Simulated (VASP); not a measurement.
# BAs (I-4m2) in VASP: single point with PBE

Aim: the single point of BAs with PBE.

Everything below comes from runs of VASP 6.6.1. Logs are shortened: lines on timing, memory, paths and dates and some standing lists are left out, and cuts for length are marked.

### 1 The cell of the first run

The structure is tetragonal, space group I-4m2 (No. 119). Conventional cell: a = 3.349 Å, b = 3.349 Å, c = 4.806 Å, α = 90.00°, β = 90.00°, γ = 90.00°. Within 2.7 Å of B (site symmetry -4m2) lie 4 As at 2.06 Å. As (site symmetry -4m2) has 4 B at 2.06 Å within 2.7 Å.

### 2 Single point, PBE (epitaxial xy strain -1.0%)

INCAR reads:

```
SYSTEM = BAs
  PREC = Accurate
  ENCUT = 560
  EDIFF = 1E-6
  ISMEAR = -1
  SIGMA = 0.02
  LREAL = .FALSE.
  LASPH = .TRUE.
  NELM = 120
  ALGO = Normal
  ISIF = 2
  LWAVE = .FALSE.
  LCHARG = .FALSE.
  GGA = PE
  NBANDS = 16
  GGA_COMPAT = .FALSE.
```

KPOINTS reads:

```
regular mesh
0
G
  10 10 10
  0 0 0
```

POSCAR reads:

```
BAs
1.0
    0.0000000000      2.3679489280      2.4029739393
    2.3679489280      0.0000000000      2.4029739393
    2.3679489280      2.3679489280      0.0000000000
B As
1 1
Direct
    0.0000000000      0.0000000000      0.0000000000
    0.2500000000      0.2500000000      0.2500000000
```

Potentials or basis: VASP PAW PBE potentials, release 64 (B, As_d).

Run with:

```sh
> cat potpaw_PBE.64/B/POTCAR potpaw_PBE.64/As_d/POTCAR > POTCAR
> mpirun -np 1 vasp_std > vasp.out
```

OUTCAR:

```text
SYSTEM = BAs
   PREC = Accurate
   ENCUT = 560
   EDIFF = 1E-6
   ISMEAR = -1
   LREAL = .FALSE.
   LASPH = .TRUE.
   NELM = 120
   ISIF = 2
   GGA = PE

 ion  position               nearest neighbor table
   1  0.000  0.000  0.000-   2 2.06   2 2.06   2 2.06   2 2.06
   2  0.250  0.250  0.250-   1 2.06   1 2.06   1 2.06   1 2.06

  LATTYP: Found a body centered tetragonal cell.
 ALAT       =     3.3487854890
 C/A-ratio  =     1.4351316005

  Lattice vectors:

 A1 = (  -2.3679489280,   0.0000000000,   2.4029739393)
 A2 = (   2.3679489280,   0.0000000000,   2.4029739393)
 A3 = (   0.0000000000,   2.3679489280,  -2.4029739393)

Analysis of symmetry for initial positions (statically):
=====================================================================
 Subroutine PRICEL returns:
 Original cell was already a primitive cell.

 Routine SETGRP: Setting up the symmetry group for a
 body centered tetragonal supercell.

 Subroutine GETGRP returns: Found  8 space group operations
 (whereof  8 operations were pure point group operations)
 out of a pool of 16 trial point group operations.

The static configuration has the point symmetry D_2d.

Analysis of symmetry for dynamics (positions and initial velocities):
=====================================================================
 Subroutine PRICEL returns:
 Original cell was already a primitive cell.

 Routine SETGRP: Setting up the symmetry group for a
 body centered tetragonal supercell.

 Subroutine GETGRP returns: Found  8 space group operations
 (whereof  8 operations were pure point group operations)
 out of a pool of 16 trial point group operations.

The dynamic configuration has the point symmetry D_2d.

 Subroutine INISYM returns: Found  8 space group operations
 (whereof  8 operations are pure point group operations),
 and found     1 'primitive' translations

----------------------------------------------------------------------------------------

                                     Primitive cell

  volume of cell :      26.9478

  direct lattice vectors                    reciprocal lattice vectors
     0.000000000  2.367948928  2.402973939    -0.211153203  0.211153203  0.208075498
     2.367948928  0.000000000  2.402973939     0.211153203 -0.211153203  0.208075498
     2.367948928  2.367948928  0.000000000     0.211153203  0.211153203 -0.208075498

  length of vectors
     3.373642820  3.373642820  3.348785489     0.363959837  0.363959837  0.363959837

  position of ions in fractional coordinates (direct lattice)
     0.000000000  0.000000000  0.000000000
     0.250000000  0.250000000  0.250000000

  ion indices of the primitive-cell ions
   primitive index   ion index
                 1           1
                 2           2

----------------------------------------------------------------------------------------

 KPOINTS: regular mesh

Automatic generation of k-mesh.
 Grid dimensions read from file:
 generate k-points for:   10   10   10

 Generating k-lattice:

  Cartesian coordinates                     Fractional coordinates (reciprocal lattice)
    -0.021115320  0.021115320  0.020807550     0.100000000  0.000000000  0.000000000
     0.021115320 -0.021115320  0.020807550     0.000000000  0.100000000  0.000000000
     0.021115320  0.021115320 -0.020807550    -0.000000000 -0.000000000  0.100000000

  Length of vectors
     0.036395984  0.036395984  0.036395984

  Shift w.r.t. Gamma in fractional coordinates (k-lattice)
     0.000000000  0.000000000  0.000000000

 Subroutine IBZKPT returns following result:
 ===========================================

 Found    102 irreducible k-points:

 Following reciprocal coordinates:
            Coordinates               Weight
  0.000000  0.000000  0.000000      1.000000
  0.100000 -0.000000  0.000000      8.000000
  0.200000 -0.000000  0.000000      8.000000
  0.300000  0.000000  0.000000      8.000000
  0.400000 -0.000000  0.000000      8.000000
  0.500000 -0.000000  0.000000      4.000000
[... 16 lines left out ...]
  0.300000  0.300000  0.000000      2.000000
  0.400000  0.300000  0.000000      8.000000
 [... further k-points ...]
   k-points           NKPTS =    102   k-points in BZ     NKDIM =    102   number of bands    NBANDS=     16
   number of dos      NEDOS =    301   number of ions     NIONS =      2
   total plane-waves  NPLWV =  21952
   dimension x,y,z NGX =    28 NGY =   28 NGZ =   28
   dimension x,y,z NGXF=    56 NGYF=   56 NGZF=   56
   ions per type =               1   1
   NGX,Y,Z   is equivalent  to a cutoff of  13.80, 13.80, 13.90 a.u.
   NGXF,Y,Z  is equivalent  to a cutoff of  27.60, 27.60, 27.80 a.u.
 SYSTEM =  BAs
   PREC   = accura    normal or accurate (medium, high low for compatibility)
   ISTART =      0    job   : 0-new  1-cont  2-samecut
   ICHARG =      2    charge: 1-file 2-atom 10-const
   ISPIN  =      1    spin polarized calculation?
   LNONCOLLINEAR =      F non collinear calculations
   LSORBIT =      F    spin-orbit coupling
   LASPH  =      T    aspherical Exc in radial PAW
   ENCUT  =  560.0 eV  41.16 Ry    6.42 a.u.   6.51  6.51  6.46*2*pi/ulx,y,z
   NELM   =    120;   NELMIN=  2; NELMDL= -5     # of ELM steps
   EDIFF  = 0.1E-05   stopping-criterion for ELM
   LREAL  =      F    real-space projection
   EDIFFG = 0.1E-04   stopping-criterion for IOM
   NSW    =      0    number of steps for IOM
   IBRION =     -1    ionic relax: 0-MD 1-quasi-New 2-CG
   NFREE  =      0    steps in history (QN), initial steepest desc. (CG)
   ISIF   =      2    stress and relaxation
   ISYM   =      2    0-nonsym 1-usesym 2-fastsym
   POTIM  = 0.5000    time-step for ionic-motion
   TEBEG  =    0.0;   TEEND  =   0.0 temperature during run
   PSTRESS=    0.0 pullay stress
   NELECT =      18.0000    total number of electrons
   NUPDOWN=      -1.0000    fix difference up-down
   EMIN   =  10.00;   EMAX   =-10.00  energy-range for DOS
   EFERMI =   0.00;   METHOD = LEGACY
   ISMEAR =    -1;   SIGMA  =   0.02  broadening in eV -4-tet -1-fermi 0-gaus
   EFERMI_NEDOS =   21; number of points for ismear=-14 and -15
   IALGO  =     38    algorithm
   IMIX   =      4    mixing-type and parameters
     AMIX     =   0.40;   BMIX     =  1.00
     AMIX_MAG =   1.60;   BMIX_MAG =  1.00
  volume/ion in A,a.u.               =      13.47        90.93
  Fermi-wavevector in a.u.,A,eV,Ry     =   1.431060  2.704311 27.863806  2.047932
  Thomas-Fermi vector in A             =   2.550837
   LORBIT       =      0    0 simple, 1 ext, 2 COOP (PROOUT), +10 PAW based schemes
   GGA     = PE    functional components
   LHFCALC =     F    Hartree Fock is set to
   AEXX    =    0.0000 exact exchange contribution
   IVDW    =     0    specifies the selected vdW correction
   LEPSILON=     F    determine dielectric tensor
   LRPA    =     F    only Hartree local field effects (RPA)
 non-spin polarized calculation
  energy-cutoff  :      560.00
  volume of cell :       26.95
 maximum number of plane-waves:       837
 NGX is ok and might be reduce to    28
   NGX = 13   NGY = 13   NGZ = 13

 number of electron      18.0000009 magnetization

 Free energy of the ion-electron system (eV)
  ---------------------------------------------------
  ext. energy  EPLUGINS =         0.00000000
  ---------------------------------------------------
  free energy    TOTEN  =       -11.43143060 eV

  energy without entropy =      -11.43143060  energy(sigma->0) =      -11.43143060

 E-fermi :   5.4212     XC(G=0): -11.1894

 val. band max:        4.9580021887   @ k =   0.0000   0.0000   0.0000
 cond. band min:       6.0205176910   @ k =   0.4000   0.0000   0.4000
 fundamental gap:      1.0625155024
 Fermi energy:         5.4212052369

 k-point     1 :       0.0000    0.0000    0.0000
  band No.  band energies     occupation
      1     -30.8857      2.00000
      2     -30.8833      2.00000
      3     -30.8833      2.00000
      4     -30.8604      2.00000
      5     -30.8587      2.00000
      6     -10.5930      2.00000
[... 8 lines left out ...]
     15      17.9184      0.00000
     16      18.3564      0.00000

 k-point     2 :       0.1000   -0.0000    0.0000
  band No.  band energies     occupation
      1     -30.8850      2.00000
      2     -30.8828      2.00000
      3     -30.8825      2.00000
      4     -30.8604      2.00000
      5     -30.8586      2.00000
      6     -10.4271      2.00000
[... 8 lines left out ...]
     15      16.8065      0.00000
     16      17.1348      0.00000

 k-point     3 :       0.2000   -0.0000    0.0000
  band No.  band energies     occupation
      1     -30.8836      2.00000
      2     -30.8815      2.00000
      3     -30.8806      2.00000
      4     -30.8602      2.00000
      5     -30.8582      2.00000
      6      -9.9376      2.00000
[... 8 lines left out ...]
     15      16.2882      0.00000
     16      16.3194      0.00000

 k-point     4 :       0.3000    0.0000    0.0000
  band No.  band energies     occupation
      1     -30.8822      2.00000
      2     -30.8798      2.00000
      3     -30.8787      2.00000
      4     -30.8595      2.00000
      5     -30.8573      2.00000
      6      -9.1604      2.00000
[... 8 lines left out ...]
     15      16.6986      0.00000
     16      16.7199      0.00000
[... 324 lines left out ...]
 k-point    22 :      -0.2000    0.2000    0.0000
  band No.  band energies     occupation
      1     -30.8811      2.00000
      2     -30.8792      2.00000
      3     -30.8774      2.00000
      4     -30.8611      2.00000
      5     -30.8564      2.00000
      6      -8.8808      2.00000
[... 8 lines left out ...]
     15      17.6976      0.00000
     16      19.2579      0.00000

 k-point    23 :       0.3000    0.3000    0.0000
  band No.  band energies     occupation
      1     -30.8891      2.00000
      2     -30.8727      2.00000
      3     -30.8727      2.00000
      4     -30.8624      2.00000
      5     -30.8565      2.00000
      6      -8.6924      2.00000
[... 8 lines left out ...]
     15      20.0036      0.00000
     16      20.5495      0.00000

 k-point    24 :       0.4000    0.3000    0.0000
  band No.  band energies     occupation
      1     -30.8888      2.00000
      2     -30.8710      2.00000
      3     -30.8708      2.00000
      4     -30.8627      2.00000
      5     -30.8559      2.00000
      6      -7.9655      2.00000
[... 8 lines left out ...]
     15      20.8069      0.00000
     16      21.2478      0.00000

 [... further k-points ...]

------------------------ aborting loop because EDIFF is reached ----------------------------------------

  FORCE on cell =-STRESS in cart. coord.  units (eV):
  Direction    XX          YY          ZZ          XY          YZ          ZX
  --------------------------------------------------------------------------------------
  -------------------------------------------------------------------------------------
  Total        0.8769003      0.8769003      0.3474413      0.0000000      0.0000000      0.0000000
  in kB       52.1359260     52.1359260     20.6570500      0.0000000      0.0000000      0.0000000
  external PRESSURE =      41.6429673 kB  Pullay stress =       0.0000000 kB

 VOLUME and BASIS-vectors are now :
 -----------------------------------------------------------------------------
  energy-cutoff  :      560.00
  volume of cell :       26.95
      direct lattice vectors                 reciprocal lattice vectors
     0.000000000  2.367948928  2.402973939    -0.211153203  0.211153203  0.208075498
     2.367948928  0.000000000  2.402973939     0.211153203 -0.211153203  0.208075498
     2.367948928  2.367948928  0.000000000     0.211153203  0.211153203 -0.208075498

 POSITION                                       TOTAL-FORCE (eV/Angst)
 -----------------------------------------------------------------------------------
      0.00000      0.00000      0.00000         0.000000     -0.000000     -0.000000
      1.18397      1.18397      1.20149         0.000000      0.000000      0.000000
 -----------------------------------------------------------------------------------
    total drift:                                0.000001      0.000001      0.000001

  FREE ENERGIE OF THE ION-ELECTRON SYSTEM (eV)
  ---------------------------------------------------
  free  energy   TOTEN  =       -11.4314306000 eV

  energy  without entropy=      -11.4314306000  energy(sigma->0) =      -11.43143060
```

Run time: 40 s. Hardware: 1 thread of Intel Xeon Platinum 8259CL at 2.50GHz (Skylake/Cascade Lake), shared host; peak memory 0.19 GiB.

Results:

| Property | Result |
| --- | --- |
| Free energy | -11.4314 eV |
| Pressure | 4.2 GPa |
| Band gap on the k mesh | 1.06 eV (least direct gap 3.22 eV) |

Stress tensor (GPa, compression positive):
```
5.21 0.00 0.00
0.00 5.21 0.00
0.00 0.00 2.07
```

Caveat: the cell differs from its parent crystal (epitaxial xy strain -1.0%); the cell stands under pressure.
